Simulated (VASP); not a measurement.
TiAgHg2, 4 atoms in the cell. It takes space group P4/mmm (No. 123, tetragonal). The conventional cell has a = 4.109 Å, b = 4.109 Å, c = 4.060 Å, α = 90.00°, β = 90.00°, γ = 90.00°. Within 3.8 Å of Ti (site symmetry 4/mmm) lie 8 Hg at 2.89 Å and 4 Ag at 2.91 Å. Within 3.8 Å of Ag (site symmetry 4/mmm) lie 8 Hg at 2.89 Å and 4 Ti at 2.91 Å. Hg (site symmetry mmm) has 4 Ti at 2.89 Å and 4 Ag at 2.89 Å and 4 Hg at 2.91 Å within 3.8 Å.  This cell differs from its parent crystal: equal xx and yy strain of -1 %.

```yaml
Program: VASP 6.6.1
Task: single point
Functional: PBEsol
Potentials_or_basis: VASP PAW PBE potentials, release 64 (Ti_sv, Ag, Hg)
Cutoff: 520 eV
k_mesh: 8 × 8 × 8
Occupations: fermi-dirac, width 0.03 eV
Spin: no spin polarisation
Dipole_correction: no
Further_INCAR_settings: ALGO = Normal; EDIFF = 1e-06; NBANDS = 32
```

Potentials or basis: VASP PAW PBE potentials, release 64 (Ti_sv, Ag, Hg).

The run is started by

```bash
$ cat potpaw_PBE.64/Ti_sv/POTCAR potpaw_PBE.64/Ag/POTCAR potpaw_PBE.64/Hg/POTCAR > POTCAR
$ mpirun -np 1 vasp_std > vasp.out
```

Hardware: 1 thread of AMD EPYC 9R45 96-Core Processor (Zen 5), with other jobs on the host.

Q: Estimate the wall time of this run.

A: Run time: 86 s on 1 thread of AMD EPYC 9R45 96-Core Processor (Zen 5), on a shared host, peak memory 0.27 GiB. Counts: scf iterations 13, k points 75.
